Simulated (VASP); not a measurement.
# VSi2 (P6_222) in VASP: further runs

VSi2 is run at these levels: PBE; tasks: single point, relaxation of cell and atoms.

Everything below comes from runs of VASP 6.6.1. Logs are shortened: lines on timing, memory, paths and dates and some standing lists are left out, and cuts for length are marked.

## Step 1: The cell of the first run

It takes space group P6_222 (No. 180, hexagonal). Conventional cell: a = 4.566 Å, b = 4.566 Å, c = 6.369 Å, α = 90.00°, β = 90.00°, γ = 120.00°. V (site symmetry 222) has 10 Si at 2.51 to 2.67 Å and 4 V at 3.12 Å within 3.3 Å. Within 3.3 Å of Si (site symmetry 2) lie 9 Si at 2.48 to 3.16 Å and 5 V at 2.51 to 2.67 Å.

## Step 2: Single point, PBE

Input file INCAR:

```
SYSTEM = VSi2
PREC = Accurate ; ENCUT = 520
EDIFF = 1E-7 ; ISMEAR = 0
SIGMA = 0.1 ; LREAL = .False.
LASPH = .True. ; NELM = 100
ALGO = Normal ; ISIF = 2
LWAVE = .False. ; LCHARG = .False.
GGA = PE ; NBANDS = 42
```

Input file KPOINTS:

```
Automatic mesh
0
Gamma
  9 9 6
  0 0 0
```

Input file POSCAR:

```
VSi2
1.0
    4.5656678382      0.0000000000      0.0000000000
   -2.2828339191      3.9539843331      0.0000000000
    0.0000000000      0.0000000000      6.3688700527
V Si
3 6
Direct
    0.0000000000      0.5000000000      0.1666666667
    0.5000000000      0.5000000000      0.8333333333
    0.5000000000      0.0000000000      0.5000000000
    0.8371862968      0.6743725936      0.5000000000
    0.1628137032      0.8371862968      0.8333333333
    0.6743725936      0.8371862968      0.1666666667
    0.1628137032      0.3256274064      0.5000000000
    0.8371862968      0.1628137032      0.8333333333
    0.3256274064      0.1628137032      0.1666666667
```

Potentials or basis: VASP PAW PBE potentials, release 64 (V_sv, Si).

On the command line:

```bash
$ cat potpaw_PBE.64/V_sv/POTCAR potpaw_PBE.64/Si/POTCAR > POTCAR
$ mpirun -np 1 vasp_std > vasp.out
```

OUTCAR:

```text
SYSTEM = VSi2
   PREC = Accurate
   ENCUT = 520
   EDIFF = 1E-7
   ISMEAR = 0
   LREAL = .False.
   LASPH = .True.
   NELM = 100
   ISIF = 2
   GGA = PE

 ion  position               nearest neighbor table
   1  0.000  0.500  0.167-   4 2.51   7 2.51   5 2.51   8 2.51   9 2.62   6 2.62   9 2.62   6 2.62
                             6 2.67   9 2.67
   2  0.500  0.500  0.833-   4 2.51   7 2.51   6 2.51   9 2.51   8 2.62   5 2.62   5 2.62   8 2.62
                             8 2.67   5 2.67
   3  0.500  0.000  0.500-   5 2.51   6 2.51   8 2.51   9 2.51   7 2.62   7 2.62   4 2.62   4 2.62
                             7 2.67   4 2.67
   4  0.837  0.674  0.500-   5 2.48   6 2.48   1 2.51   2 2.51   7 2.58   3 2.62   3 2.62   3 2.67
                             7 2.67   7 2.67   8 3.08   9 3.08
   5  0.163  0.837  0.833-   4 2.48   9 2.48   3 2.51   1 2.51   8 2.58   2 2.62   2 2.62   2 2.67
                             8 2.67   8 2.67   7 3.08   6 3.08
   6  0.674  0.837  0.167-   4 2.48   8 2.48   3 2.51   2 2.51   9 2.58   1 2.62   1 2.62   1 2.67
                             9 2.67   9 2.67   7 3.08   5 3.08
   7  0.163  0.326  0.500-   8 2.48   9 2.48   1 2.51   2 2.51   4 2.58   3 2.62   3 2.62   3 2.67
                             4 2.67   4 2.67   5 3.08   6 3.08
   8  0.837  0.163  0.833-   7 2.48   6 2.48   3 2.51   1 2.51   5 2.58   2 2.62   2 2.62   2 2.67
                             5 2.67   5 2.67   4 3.08   9 3.08
   9  0.326  0.163  0.167-   7 2.48   5 2.48   3 2.51   2 2.51   6 2.58   1 2.62   1 2.62   1 2.67
                             6 2.67   6 2.67   4 3.08   8 3.08

  LATTYP: Found a hexagonal cell.
 ALAT       =     4.5656678382
 C/A-ratio  =     1.3949481825

  Lattice vectors:

 A1 = (   4.5656678382,   0.0000000000,   0.0000000000)
 A2 = (  -2.2828339191,   3.9539843331,   0.0000000000)
 A3 = (   0.0000000000,   0.0000000000,   6.3688700527)

Analysis of symmetry for initial positions (statically):
=====================================================================
 Subroutine PRICEL returns:
 Original cell was already a primitive cell.

 Routine SETGRP: Setting up the symmetry group for a
 hexagonal supercell.

 Subroutine GETGRP returns: Found 12 space group operations
 (whereof  4 operations were pure point group operations)
 out of a pool of 24 trial point group operations.

The static configuration has the point symmetry D_2 .
 The point group associated with its full space group is D_6 .

Analysis of symmetry for dynamics (positions and initial velocities):
=====================================================================
 Subroutine PRICEL returns:
 Original cell was already a primitive cell.

 Routine SETGRP: Setting up the symmetry group for a
 hexagonal supercell.

 Subroutine GETGRP returns: Found 12 space group operations
 (whereof  4 operations were pure point group operations)
 out of a pool of 24 trial point group operations.

The dynamic configuration has the point symmetry D_2 .
 The point group associated with its full space group is D_6 .

 Subroutine INISYM returns: Found 12 space group operations
 (whereof  4 operations are pure point group operations),
 and found     1 'primitive' translations

----------------------------------------------------------------------------------------

                                     Primitive cell

  volume of cell :     114.9745

  direct lattice vectors                    reciprocal lattice vectors
     4.565667838  0.000000000  0.000000000     0.219026008  0.126454725  0.000000000
    -2.282833919  3.953984333  0.000000000     0.000000000  0.252909449  0.000000000
     0.000000000  0.000000000  6.368870053     0.000000000  0.000000000  0.157013723

  length of vectors
     4.565667838  4.565667838  6.368870053     0.252909449  0.252909449  0.157013723

  position of ions in fractional coordinates (direct lattice)
     0.000000000  0.500000000  0.166666667
     0.500000000  0.500000000  0.833333333
     0.500000000  0.000000000  0.500000000
     0.837186297  0.674372594  0.500000000
     0.162813703  0.837186297  0.833333333
     0.674372594  0.837186297  0.166666667
     0.162813703  0.325627406  0.500000000
     0.837186297  0.162813703  0.833333333
     0.325627406  0.162813703  0.166666667

  ion indices of the primitive-cell ions
   primitive index   ion index
                 1           1
                 2           2
                 3           3
                 4           4
                 5           5
                 6           6
                 7           7
                 8           8
                 9           9

----------------------------------------------------------------------------------------

 KPOINTS: Automatic mesh

Automatic generation of k-mesh.
 Grid dimensions read from file:
 generate k-points for:    9    9    6

 Generating k-lattice:

  Cartesian coordinates                     Fractional coordinates (reciprocal lattice)
     0.024336223  0.014050525  0.000000000     0.111111111  0.000000000  0.000000000
     0.000000000  0.028101050  0.000000000     0.000000000  0.111111111  0.000000000
     0.000000000  0.000000000  0.026168954     0.000000000  0.000000000  0.166666667

  Length of vectors
     0.028101050  0.028101050  0.026168954

  Shift w.r.t. Gamma in fractional coordinates (k-lattice)
     0.000000000  0.000000000  0.000000000

 Subroutine IBZKPT returns following result:
 ===========================================

 Found     48 irreducible k-points:

 Following reciprocal coordinates:
            Coordinates               Weight
  0.000000  0.000000  0.000000      1.000000
  0.111111  0.000000  0.000000      6.000000
  0.222222  0.000000  0.000000      6.000000
  0.333333  0.000000  0.000000      6.000000
  0.444444  0.000000  0.000000      6.000000
  0.111111  0.111111  0.000000      6.000000
[... 16 lines left out ...]
  0.333333  0.222222  0.166667     24.000000
  0.333333  0.333333  0.166667      4.000000
 [... further k-points ...]
   k-points           NKPTS =     48   k-points in BZ     NKDIM =     48   number of bands    NBANDS=     42
   number of dos      NEDOS =    301   number of ions     NIONS =      9
   total plane-waves  NPLWV =  62208
   dimension x,y,z NGX =    36 NGY =   36 NGZ =   48
   dimension x,y,z NGXF=    72 NGYF=   72 NGZF=   96
   ions per type =               3   6
   NGX,Y,Z   is equivalent  to a cutoff of  13.11, 13.11, 12.53 a.u.
   NGXF,Y,Z  is equivalent  to a cutoff of  26.22, 26.22, 25.06 a.u.
 SYSTEM =  VSi2
   PREC   = accura    normal or accurate (medium, high low for compatibility)
   ISTART =      0    job   : 0-new  1-cont  2-samecut
   ICHARG =      2    charge: 1-file 2-atom 10-const
   ISPIN  =      1    spin polarized calculation?
   LNONCOLLINEAR =      F non collinear calculations
   LSORBIT =      F    spin-orbit coupling
   LASPH  =      T    aspherical Exc in radial PAW
   ENCUT  =  520.0 eV  38.22 Ry    6.18 a.u.   8.49  8.49 11.84*2*pi/ulx,y,z
   NELM   =    100;   NELMIN=  2; NELMDL= -5     # of ELM steps
   EDIFF  = 0.1E-06   stopping-criterion for ELM
   LREAL  =      F    real-space projection
   EDIFFG = 0.1E-05   stopping-criterion for IOM
   NSW    =      0    number of steps for IOM
   IBRION =     -1    ionic relax: 0-MD 1-quasi-New 2-CG
   NFREE  =      0    steps in history (QN), initial steepest desc. (CG)
   ISIF   =      2    stress and relaxation
   ISYM   =      2    0-nonsym 1-usesym 2-fastsym
   POTIM  = 0.5000    time-step for ionic-motion
   TEBEG  =    0.0;   TEEND  =   0.0 temperature during run
   PSTRESS=    0.0 pullay stress
   NELECT =      63.0000    total number of electrons
   NUPDOWN=      -1.0000    fix difference up-down
   EMIN   =  10.00;   EMAX   =-10.00  energy-range for DOS
   EFERMI =   0.00;   METHOD = LEGACY
   ISMEAR =     0;   SIGMA  =   0.10  broadening in eV -4-tet -1-fermi 0-gaus
   EFERMI_NEDOS =   21; number of points for ismear=-14 and -15
   IALGO  =     38    algorithm
   IMIX   =      4    mixing-type and parameters
     AMIX     =   0.40;   BMIX     =  1.00
     AMIX_MAG =   1.60;   BMIX_MAG =  1.00
  volume/ion in A,a.u.               =      12.77        86.21
  Fermi-wavevector in a.u.,A,eV,Ry     =   1.339639  2.531551 24.417461  1.794633
  Thomas-Fermi vector in A             =   2.468015
   LORBIT       =      0    0 simple, 1 ext, 2 COOP (PROOUT), +10 PAW based schemes
   GGA     = PE    functional components
   LHFCALC =     F    Hartree Fock is set to
   AEXX    =    0.0000 exact exchange contribution
   IVDW    =     0    specifies the selected vdW correction
   LEPSILON=     F    determine dielectric tensor
   LRPA    =     F    only Hartree local field effects (RPA)
 non-spin polarized calculation
 Gauss-broadening in eV      SIGMA  =   0.10
  energy-cutoff  :      520.00
  volume of cell :      114.97
 maximum number of plane-waves:      3132
 NGX is ok and might be reduce to    36
   NGX = 17   NGY = 17   NGZ = 23

 number of electron      63.0000014 magnetization

 Free energy of the ion-electron system (eV)
  ---------------------------------------------------
  ext. energy  EPLUGINS =         0.00000000
  ---------------------------------------------------
  free energy    TOTEN  =       -63.89170676 eV

  energy without entropy =      -63.85673035  energy(sigma->0) =      -63.87421856

 E-fermi :  11.2305     XC(G=0): -12.1839

 val. band max:       11.2242183828   @ k =   0.1111   0.1111   0.3333
 cond. band min:      11.2368975848   @ k =   0.3333   0.3333   0.3333
 fundamental gap:      0.0126792020
 Fermi energy:        11.2305270008

 k-point     1 :       0.0000    0.0000    0.0000
  band No.  band energies     occupation
      1     -52.7401      2.00000
      2     -52.7250      2.00000
      3     -52.7250      2.00000
      4     -26.7015      2.00000
      5     -26.7015      2.00000
      6     -26.6823      2.00000
[... 34 lines left out ...]
     41      14.2767      0.00000
     42      14.3914      0.00000
[... 994 lines left out ...]
      2     -52.7308      2.00000
      3     -52.7253      2.00000
      4     -26.7208      2.00000
      5     -26.6985      2.00000
      6     -26.6813      2.00000
[... 34 lines left out ...]
     41      14.3797      0.00000
     42      14.9908      0.00000

 [... further k-points ...]

------------------------ aborting loop because EDIFF is reached ----------------------------------------

  FORCE on cell =-STRESS in cart. coord.  units (eV):
  Direction    XX          YY          ZZ          XY          YZ          ZX
  --------------------------------------------------------------------------------------
  -------------------------------------------------------------------------------------
  Total       -0.0228711     -0.0228711     -0.0098450      0.0000000      0.0000000     -0.0000000
  in kB       -0.3187104     -0.3187104     -0.1371912      0.0000000      0.0000000     -0.0000000
  external PRESSURE =      -0.2582040 kB  Pullay stress =       0.0000000 kB

 VOLUME and BASIS-vectors are now :
 -----------------------------------------------------------------------------
  energy-cutoff  :      520.00
  volume of cell :      114.97
      direct lattice vectors                 reciprocal lattice vectors
     4.565667838  0.000000000  0.000000000     0.219026008  0.126454725  0.000000000
    -2.282833919  3.953984333  0.000000000     0.000000000  0.252909449  0.000000000
     0.000000000  0.000000000  6.368870053     0.000000000  0.000000000  0.157013723

 POSITION                                       TOTAL-FORCE (eV/Angst)
 -----------------------------------------------------------------------------------
     -1.14142      1.97699      1.06148        -0.000000      0.000000     -0.000000
      1.14142      1.97699      5.30739        -0.000000      0.000000      0.000000
      2.28283      0.00000      3.18444        -0.000000      0.000000     -0.000000
      2.28283      2.66646      3.18444        -0.000000      0.000893     -0.000000
     -1.16780      3.31022      5.30739        -0.000774      0.000447     -0.000000
      1.16780      3.31022      1.06148         0.000774      0.000447     -0.000000
      0.00000      1.28753      3.18444        -0.000000     -0.000893     -0.000000
      3.45064      0.64376      5.30739         0.000774     -0.000447     -0.000000
      1.11503      0.64376      1.06148        -0.000774     -0.000447     -0.000000
 -----------------------------------------------------------------------------------
    total drift:                               -0.000000      0.000000     -0.000001

  FREE ENERGIE OF THE ION-ELECTRON SYSTEM (eV)
  ---------------------------------------------------
  free  energy   TOTEN  =       -63.8917067627 eV

  energy  without entropy=      -63.8567303480  energy(sigma->0) =      -63.87421856
```

It took 2.9 min on 1 thread of Intel Xeon 6975P-C (Granite Rapids), shared host; peak memory 0.33 GiB.

Results:

```yaml
Free_energy: -63.8917 eV
Pressure: 0.0 GPa
Band_gap_on_the_k_mesh: zero (an odd number of electrons rules out a gap without spin polarisation)
```

## Step 3: Relaxation of cell and atoms, PBE

This run uses another cell than the first one, of 12.50 Å³/atom.

Input file INCAR:

```
SYSTEM = VSi2
ALGO = Normal
EDIFF = 1E-7
EDIFFG = -0.002
ENCUT = 600
GGA = PE
IBRION = 2
ISIF = 3
ISMEAR = 0
LASPH = .True.
LCHARG = .False.
LREAL = .False.
LWAVE = .False.
NELM = 100
NSW = 100
PREC = Accurate
SIGMA = 0.1
```

Input file KPOINTS:

```
k-points
0
Gamma
  9 9 6
  0 0 0
```

Input file POSCAR:

```
VSi2
1.0
    4.5347995800      0.0000000000      0.0000000000
   -2.2673997900      3.9272516400      0.0000000000
    0.0000000000      0.0000000000      6.3189006300
V Si
3 6
Direct
    0.0000000000      0.5000000000      0.1666666700
    0.5000000000      0.5000000000      0.8333333300
    0.5000000000      0.0000000000      0.5000000000
    0.8375067800      0.6750135500      0.5000000000
    0.1624932300      0.8375067800      0.8333333300
    0.6750135500      0.8375067800      0.1666666700
    0.1624932200      0.3249864500      0.5000000000
    0.8375067800      0.1624932200      0.8333333300
    0.3249864500      0.1624932300      0.1666666700
```

Potentials or basis: VASP PAW PBE potentials, release 64 (V_sv, Si).

On the command line:

```bash
$ cat potpaw_PBE.64/V_sv/POTCAR potpaw_PBE.64/Si/POTCAR > POTCAR
$ mpirun -np 1 vasp_std > vasp.out
```

It took 15 min on 1 thread of Intel Xeon 6975P-C (Granite Rapids), shared host; peak memory 0.37 GiB.

The run converged. Its results:

| Property | Result |
| --- | --- |
| Free energy | -63.8913 eV |
| Relaxed volume | 12.77 Å³/atom |
| Relaxed cell | a = 4.565 Å, b = 4.565 Å, c = 6.369 Å, α = 90.00°, β = 90.00°, γ = 120.00° |
| Space group after relaxing (to 0.1 Å) | P6_222 (No. 180) |
| Energy gained by relaxing | 3.3 meV/atom |
| Ionic steps | 13 |
| Pressure after relaxing | 0.0 GPa |
| Band gap on the k mesh | zero (an odd number of electrons rules out a gap without spin polarisation) |

The path:
```csv
step,energy change (eV),largest force (eV/Å),pressure (GPa),volume (Å³)
1,0.0000,0.0507,3.94,112.54
2,0.0040,0.0095,-3.85,117.62
3,-0.0295,0.0197,0.00,114.95
4,-0.0295,0.0202,0.07,114.90
5,-0.0296,0.0069,0.06,114.91
6,-0.0296,0.0055,0.06,114.92
7,-0.0296,0.0027,0.06,114.92
8,-0.0296,0.0047,0.06,114.92
9,-0.0296,0.0005,-0.06,115.00
10,-0.0296,0.0024,-0.01,114.96
11,-0.0296,0.0022,-0.02,114.96
12,-0.0296,0.0022,-0.01,114.96
13,-0.0296,0.0008,0.00,114.95
```

Final structure:
```
V Si
1.0
     4.56526    0.00000    0.00000
    -2.28263    3.95363    0.00000
     0.00000    0.00000    6.36883
V Si
3 6
Direct
  0.00000 0.50000 0.16667
  0.50000 0.50000 0.83333
  0.50000 0.00000 0.50000
  0.83720 0.67440 0.50000
  0.16280 0.83720 0.83333
  0.67440 0.83720 0.16667
  0.16280 0.32560 0.50000
  0.83720 0.16280 0.83333
  0.32560 0.16280 0.16667
```

Levels at points of the mesh, in eV from the Fermi level:
| k point | band 30 | band 31 | band 32 | band 33 | band 34 | band 35 |
| --- | --- | --- | --- | --- | --- | --- |
| (0.00, 0.00, 0.00) | -1.80 | -1.80 | -1.71 | 0.36 | 2.07 | 2.41 |
| (0.00, 0.00, 0.50) | -1.85 | -1.57 | 0.54 | 0.54 | 2.05 | 2.43 |

## Step 4: Single point, PBE

This run uses another cell than the first one, of 12.50 Å³/atom.

Input file INCAR:

```
SYSTEM = VSi2
ALGO = Normal ; EDIFF = 1E-6
ENCUT = 520 ; GGA = PE
ISIF = 2 ; ISMEAR = 0
LASPH = .TRUE. ; LCHARG = .FALSE.
LREAL = .FALSE. ; LWAVE = .FALSE.
NBANDS = 42 ; NELM = 100
PREC = Accurate ; SIGMA = 0.1
```

Input file KPOINTS:

```
k-points
0
G
  6 6 4
  0 0 0
```

POSCAR is that of step 3.

On the command line:

```bash
$ cat potpaw_PBE.64/V_sv/POTCAR potpaw_PBE.64/Si/POTCAR > POTCAR
$ mpirun -np 1 vasp_std > vasp.out
```

Run time: 65 s. Hardware: 1 thread of Intel Xeon 6975P-C (Granite Rapids), shared host; peak memory 0.26 GiB.

Results (log left out):

* Free energy: -63.8682 eV
* Pressure: 3.9 GPa
* Largest force: 0.081 eV/Å
* Band gap on the k mesh: zero (an odd number of electrons rules out a gap without spin polarisation)

Forces on the atoms (eV/Å):
```
V    0.000  0.000  0.000
V    0.000  0.000  0.000
V    0.000  0.000  0.000
Si   0.000 -0.081  0.000
Si   0.070 -0.041  0.000
Si  -0.070 -0.041  0.000
Si   0.000  0.081  0.000
Si  -0.070  0.041  0.000
Si   0.070  0.041  0.000
```

Stress tensor (GPa, compression positive):
```
3.47 0.00 0.00
0.00 3.47 0.00
0.00 0.00 4.82
```

Levels at points of the mesh, in eV from the Fermi level:
```csv
k point,band 29,band 30,band 31,band 32,band 33,band 34,band 35,band 36
"(0.00, 0.00, 0.00)",-2.14,-1.83,-1.83,-1.72,0.38,2.15,2.49,2.49
"(0.50, 0.00, 0.00)",-0.71,-0.58,-0.12,0.04,0.43,1.07,1.44,1.50
"(0.00, 0.00, 0.50)",-1.89,-1.89,-1.60,0.57,0.57,2.14,2.52,2.56
"(0.50, 0.00, 0.50)",-1.43,-1.28,-0.46,-0.06,0.85,1.31,1.77,1.83
```

Caveat: the cell stands under pressure.

## Step 5: Overview

| task | cell | k mesh | cutoff (eV) | gap on the mesh (eV) | pressure (GPa) |
| --- | --- | --- | --- | --- | --- |
| single point | a = 4.566, b = 4.566, c = 6.369 Å, angles 90.0, 90.0, 120.0°, 9 atoms, atomic positions A | 9 × 9 × 6 | 520 | none | 0.0 |
| relaxation of cell and atoms | relaxed from a = 4.535, b = 4.535, c = 6.319 Å, angles 90.0, 90.0, 120.0°, 9 atoms, atomic positions B | 9 × 9 × 6 | 600 | none | 0.0 |
| single point | a = 4.535, b = 4.535, c = 6.319 Å, angles 90.0, 90.0, 120.0°, 9 atoms, atomic positions B | 6 × 6 × 4 | 520 | none | 3.9 |

Alike in all rows: level PBE; potentials or basis VASP PAW PBE potentials, release 64 (V_sv, Si); no spin polarisation; smearing gaussian 0.1 eV.

Caveats: the cell stands under pressure (at least some runs).

Total energies depend on the potentials used, so only differences within one code and one set of settings carry meaning.

The gap in the log of VASP goes by the Fermi energy; the results here count the filled bands.